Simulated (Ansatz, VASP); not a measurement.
## Two plane-wave programs on Hg4Pt

INCAR

```
PREC     = Accurate       # precision mode
ENCUT    = 520            # plane-wave cutoff, eV
EDIFF    = 1E-7           # SCF threshold, eV
ISMEAR   = 0              # smearing method
SIGMA    = 0.1            # smearing width, eV
LREAL    = F              # projectors in reciprocal space
LASPH    = T              # aspherical terms in the spheres
NELM     = 60             # most SCF steps
ALGO     = Normal         # electronic algorithm
ISIF     = 2              # what is computed and relaxed
LWAVE    = F              # write WAVECAR
LCHARG   = T              # write CHGCAR
LELF     = T              # ELF
LVHAR    = T            
NBANDS   = 37             # bands
```

KPOINTS

```
regular mesh
0
Gamma
  4 4 4
```

File POSCAR:

```
Hg4Pt
1.0
   -3.1000500000      3.1000500000      3.1000500000
    3.1000500000     -3.1000500000      3.1000500000
    3.1000500000      3.1000500000     -3.1000500000
Hg Pt
4 1
Direct
    0.5118700000      0.4990200000      0.5024200000
    0.5052000000      0.9959200000      0.0170500000
    0.9814300000      0.9790400000      0.4893900000
    0.0029400000      0.5130200000      0.0118200000
    0.0144100000      0.9894200000      0.9996300000
```

Input for Ansatz:

```yaml
crystal:
  lattice:
    - [-3.10005, 3.10005, 3.10005]
    - [3.10005, -3.10005, 3.10005]
    - [3.10005, 3.10005, -3.10005]
  atoms:
    - { symbol: Hg, position: [0.51187, 0.49901999999999996, 0.50242] }
    - { symbol: Hg, position: [0.5052, 0.99592, 0.017050000000000006] }
    - { symbol: Hg, position: [0.9814299999999999, 0.9790399999999999, 0.48939] }
    - { symbol: Hg, position: [0.0029400000000000055, 0.51302, 0.011819999999999964] }
    - { symbol: Pt, position: [0.014410000000000004, 0.98942, 0.99963] }
basis:
  ecutwfc: 470.0
kpoints:
  mp_grid:
    grid: [4, 4, 4]
hamiltonian:
  xc: lda
scf:
  occupations:
    method: gaussian
    width: 0.1
output:
  forces: true
  eigenvalues: true
```

Alike in both runs: task single point; functional LDA; k mesh 4 × 4 × 4; occupations gaussian, width 0.1 eV; no spin polarisation.

|  | VASP | Ansatz |
| --- | --- | --- |
| version | VASP 6.6.1 | Ansatz 0.2.0 |
| potentials or method | VASP PAW LDA potentials, release 64 (Hg, Pt), cutoff 520 eV | plane waves, PAW |
| valence electrons in the cell | 58 | 98 |

Ansatz gave:

```
gap on the k mesh at the Fermi level (eV) : none
rms of the force components (eV/Å)        : 0.700
```

Q: What did VASP give for the same quantities?

A: gap on the k mesh at the Fermi level (eV): none; rms of the force components (eV/Å): 0.739.

LDA's correlation is that of Perdew and Zunger in VASP and of Perdew and Wang (1992) in Ansatz. Atom by atom the forces differ by 0.039 eV/Å (rms over components). A gap of «none» marks a metal or a gap that the smearing closes. VASP's potentials hold 58 valence electrons a cell and Ansatz's 98, so a difference there can come from the potentials and not from the codes.

Spin-orbit coupling is off throughout.
